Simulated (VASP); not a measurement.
# AlCo (Pm-3m) in VASP: notebook, part 3 of 3

VASP 6.6.1. Earlier steps stand in the parts before.

## Step 5: Vibrations by perturbation theory, LDA (11.07 Å³/atom)

This run uses another cell than the first one, of 11.07 Å³/atom.

INCAR reads:

```
  ALGO = Normal
  EDIFF = 1E-8
  ENCUT = 520
  GGA = CA
  IBRION = 8
  ISIF = 2
  ISMEAR = -1
  LASPH = True
  LCHARG = False
  LREAL = False
  LWAVE = False
  NELM = 80
  NSW = 1
  PREC = Accurate
  SIGMA = 0.05
```

KPOINTS reads:

```
k-points
0
Gamma
  12 12 12
```

POSCAR reads:

```
AlCo
1.0
    2.8078320836      0.0000000000      0.0000000000
    0.0000000000      2.8078320836      0.0000000000
    0.0000000000      0.0000000000      2.8078320836
Al Co
1 1
Direct
    0.0000000000      0.0000000000      0.0000000000
    0.5000000000      0.5000000000      0.5000000000
```

Potentials or basis: VASP PAW LDA potentials, release 64 (Al, Co).

Started as:

```bash
cat potpaw_LDA.64/Al/POTCAR potpaw_LDA.64/Co/POTCAR > POTCAR
mpirun -np 1 vasp_std > vasp.out
```

OUTCAR:

```text
EDIFF = 1E-8
   ENCUT = 520
   GGA = CA
   IBRION = 8
   ISIF = 2
   ISMEAR = -1
   LASPH = True
   LREAL = False
   NELM = 80
   NSW = 1
   PREC = Accurate

 ion  position               nearest neighbor table
   1  0.000  0.000  0.000-   2 2.43   2 2.43   2 2.43   2 2.43   2 2.43   2 2.43   2 2.43   2 2.43

   2  0.500  0.500  0.500-   1 2.43   1 2.43   1 2.43   1 2.43   1 2.43   1 2.43   1 2.43   1 2.43

  LATTYP: Found a simple cubic cell.
 ALAT       =     2.8078320836

  Lattice vectors:

 A1 = (   2.8078320836,   0.0000000000,   0.0000000000)
 A2 = (   0.0000000000,   2.8078320836,   0.0000000000)
 A3 = (   0.0000000000,   0.0000000000,   2.8078320836)

Analysis of symmetry for initial positions (statically):
=====================================================================
 Subroutine PRICEL returns:
 Original cell was already a primitive cell.

 Routine SETGRP: Setting up the symmetry group for a
 simple cubic supercell.

 Subroutine GETGRP returns: Found 48 space group operations
 (whereof 48 operations were pure point group operations)
 out of a pool of 48 trial point group operations.

The static configuration has the point symmetry O_h .

Analysis of symmetry for dynamics (positions and initial velocities):
=====================================================================
 Subroutine PRICEL returns:
 Original cell was already a primitive cell.

 Routine SETGRP: Setting up the symmetry group for a
 simple cubic supercell.

 Subroutine GETGRP returns: Found 48 space group operations
 (whereof 48 operations were pure point group operations)
 out of a pool of 48 trial point group operations.

The dynamic configuration has the point symmetry O_h .

 Subroutine INISYM returns: Found 48 space group operations
 (whereof 48 operations are pure point group operations),
 and found     1 'primitive' translations

----------------------------------------------------------------------------------------

                                     Primitive cell

  volume of cell :      22.1367

  direct lattice vectors                    reciprocal lattice vectors
     2.807832084  0.000000000  0.000000000     0.356146653  0.000000000  0.000000000
     0.000000000  2.807832084  0.000000000     0.000000000  0.356146653  0.000000000
     0.000000000  0.000000000  2.807832084     0.000000000  0.000000000  0.356146653

  length of vectors
     2.807832084  2.807832084  2.807832084     0.356146653  0.356146653  0.356146653

  position of ions in fractional coordinates (direct lattice)
     0.000000000  0.000000000  0.000000000
     0.500000000  0.500000000  0.500000000

  ion indices of the primitive-cell ions
[... 136 lines left out ...]
      3       7.7165      2.00000
      4      10.0473      2.00000
      5      10.0473      2.00000
      6      10.0473      2.00000
      7      17.0775      0.00000
      8      17.0775      0.00000
      9      17.0775      0.00000
     10      19.9165      0.00000
[... 287 lines left out ...]
 k-point    24 :       0.4167    0.3333    0.0000
  band No.  band energies     occupation
      1       4.4227      2.00000
      2       6.6091      2.00000
      3       8.2241      2.00000
      4       8.7971      2.00000
      5       9.3225      2.00000
      6       9.5089      2.00000
      7      11.1159      0.02898
      8      14.4653      0.00000
      9      16.4957      0.00000
     10      22.9434      0.00000

 [... further k-points ...]

------------------------ aborting loop because EDIFF is reached ----------------------------------------

  FORCE on cell =-STRESS in cart. coord.  units (eV):
  Direction    XX          YY          ZZ          XY          YZ          ZX
  --------------------------------------------------------------------------------------
  -------------------------------------------------------------------------------------
  Total       -0.3696134     -0.3696134     -0.3696134      0.0000000      0.0000000     -0.0000000
  in kB      -26.7513010    -26.7513010    -26.7513010      0.0000000      0.0000000     -0.0000000
  external PRESSURE =     -26.7513010 kB  Pullay stress =       0.0000000 kB

 VOLUME and BASIS-vectors are now :
 -----------------------------------------------------------------------------
  energy-cutoff  :      520.00
  volume of cell :       22.14
      direct lattice vectors                 reciprocal lattice vectors
     2.807832084  0.000000000  0.000000000     0.356146653  0.000000000  0.000000000
     0.000000000  2.807832084  0.000000000     0.000000000  0.356146653  0.000000000
     0.000000000  0.000000000  2.807832084     0.000000000  0.000000000  0.356146653

 POSITION                                       TOTAL-FORCE (eV/Angst)
 -----------------------------------------------------------------------------------
      0.00000      0.00000      0.00000         0.000000      0.000000      0.000000
      1.40392      1.40392      1.40392         0.000000      0.000000      0.000000
 -----------------------------------------------------------------------------------
    total drift:                                0.000000     -0.000000     -0.000000

  FREE ENERGIE OF THE ION-ELECTRON SYSTEM (eV)
  ---------------------------------------------------
  free  energy   TOTEN  =       -13.7100184636 eV

  energy  without entropy=      -13.7031629834  energy(sigma->0) =      -13.70659072

[... ionic steps 2 to 3 ...]

--------------------------------------- Ionic step        4  -------------------------------------------

------------------------ aborting loop because EDIFF is reached ----------------------------------------

[... ionic steps 5 to 6 ...]

--------------------------------------- Ionic step        7  -------------------------------------------

 Free energy of the ion-electron system (eV)
  ---------------------------------------------------
  ---------------------------------------------------
  free energy    TOTEN  =        -0.16944824 eV

  energy without entropy =       -0.16944823

------------------------ aborting loop because EDIFF is reached ----------------------------------------

 INTERNAL STRAIN TENSOR  FOR ION    2  DIRECTION 1   (eV/Angst):
 -----------------------------------------------------------------------------
     0.02905  0.00000  0.00000
     0.00000  0.01110 -0.00000
    -0.00000 -0.00000  0.01110

 INTERNAL STRAIN TENSOR FOR ION    2 for displacements in x,y,z  (eV/Angst):
          X           Y           Z          XY          YZ          ZX
  --------------------------------------------------------------------------------
  x     0.00000     0.00000     0.00000     0.00000     0.00000     0.00000
  y     0.00000     0.00000     0.00000     0.00000     0.00000     0.00000
  z     0.00000     0.00000     0.00000     0.00000     0.00000     0.00000

 SECOND DERIVATIVES (NOT SYMMETRIZED)
 ------------------------------------
               1X          1Y          1Z          2X          2Y          2Z
  1X    -7.790069    0.000000   -0.000000    7.790069   -0.000000    0.000000
  1Y     0.000000   -7.790069   -0.000000   -0.000000    7.790069    0.000000
  1Z     0.000000    0.000000   -7.790069   -0.000000   -0.000000    7.790069
  2X     7.783782   -0.000000    0.000000   -7.783782    0.000000    0.000000
  2Y     0.000000    7.783782   -0.000000    0.000000   -7.783782    0.000000
  2Z    -0.000000    0.000000    7.783782    0.000000    0.000000   -7.783782

 Eigenvectors and eigenvalues of the dynamical matrix
 ----------------------------------------------------

   1 f  =   10.141216 THz    63.719138 2PiTHz  338.274545 cm-1    41.940679 meV
             X         Y         Z           dx          dy          dz
      0.000000  0.000000  0.000000    -0.145023   -0.815534   -0.000000
      1.403916  1.403916  1.403916     0.098087    0.551590   -0.000000
[... 21 lines left out ...]
   6 f/i=    0.001900 THz     0.011937 2PiTHz    0.063371 cm-1     0.007857 meV
             X         Y         Z           dx          dy          dz
      0.000000  0.000000  0.000000     0.033404   -0.556906   -0.051109
      1.403916  1.403916  1.403916     0.049388   -0.823394   -0.075566

--------------------------------------------------------------------------------------------------------

 ELASTIC MODULI CONTR FROM IONIC RELAXATION (kBar)
 Direction    XX          YY          ZZ          XY          YZ          ZX
 --------------------------------------------------------------------------------
 XX           0.0000      0.0000      0.0000      0.0000      0.0000      0.0000
 YY           0.0000      0.0000      0.0000      0.0000      0.0000      0.0000
 ZZ           0.0000      0.0000      0.0000      0.0000      0.0000      0.0000
 XY           0.0000      0.0000      0.0000      0.0000      0.0000      0.0000
 YZ           0.0000      0.0000      0.0000      0.0000      0.0000      0.0000
 ZX           0.0000      0.0000      0.0000      0.0000      0.0000      0.0000
 --------------------------------------------------------------------------------
```

OSZICAR:

```text
N       E                     dE             d eps       ncg     rms          rms(c)
DAV:   1     0.345852756356E+02    0.34585E+02   -0.55481E+03  1696   0.130E+03
[... 37 lines left out ...]
RMM:   5    -0.169482450272E+00    0.25118E-04   -0.62287E-06  6209   0.313E-02    0.608E-03
RMM:   6    -0.169474234731E+00    0.82155E-05   -0.80298E-07  5278   0.138E-02    0.367E-03
RMM:   7    -0.169451510136E+00    0.22725E-04   -0.17506E-07  6320   0.449E-03    0.417E-04
RMM:   8    -0.169448650185E+00    0.28600E-05   -0.12909E-08  6237   0.124E-03    0.105E-04
RMM:   9    -0.169448206831E+00    0.44335E-06   -0.27287E-09  6469   0.449E-04    0.497E-05
RMM:  10    -0.169448238064E+00   -0.31233E-07   -0.62628E-10  5789   0.168E-04    0.160E-05
RMM:  11    -0.169448235077E+00    0.29871E-08   -0.72043E-11  6738   0.634E-05    0.251E-06
 Linear response finished
```

stdout:

```text
POSCAR found type information on POSCAR AlCo
 POSCAR found :  2 types and       2 ions
 scaLAPACK will be used
 LDA part: xc-table for (Slater(with rela. corr.)+CA(PZ))
 , standard interpolation
 POSCAR, INCAR and KPOINTS ok, starting setup
 FFT: planning ... GRIDC
 FFT: planning ... GRID_SOFT
 FFT: planning ... GRID
 WAVECAR not read
 entering main loop
 Linear response reoptimize wavefunctions to high precision
 Linear response DOF=           2
 Linear response progress:
 first order change of Fermi-energy  -0.11534E-03
 force on displaced ion       1 direction 1 :  -7.790   0.000  -0.000
 Linear response progress:
 first order change of Fermi-energy   0.30890E-02
 force on displaced ion       2 direction 1 :  -7.784   0.000   0.000
 Linear response finished
```

Run time: 75 s. Hardware: 1 thread of Intel Xeon Platinum 8488C (Sapphire Rapids), shared host; peak memory 0.24 GiB.

Results:

```
Highest phonon frequency at Γ : 338 cm⁻¹
```

Phonon frequencies in cm⁻¹ (negative: imaginary):
| q point | frequencies |
| --- | --- |
| (0.000, 0.000, 0.000) | 0 0 0 338 338 338 |

Caveat: the cell stands under pressure or tension, which shifts response properties; the run has no spin polarisation, though such a crystal can be magnetic. Spin polarisation is off, so any magnetic state and its effect on volume and gap are missing.
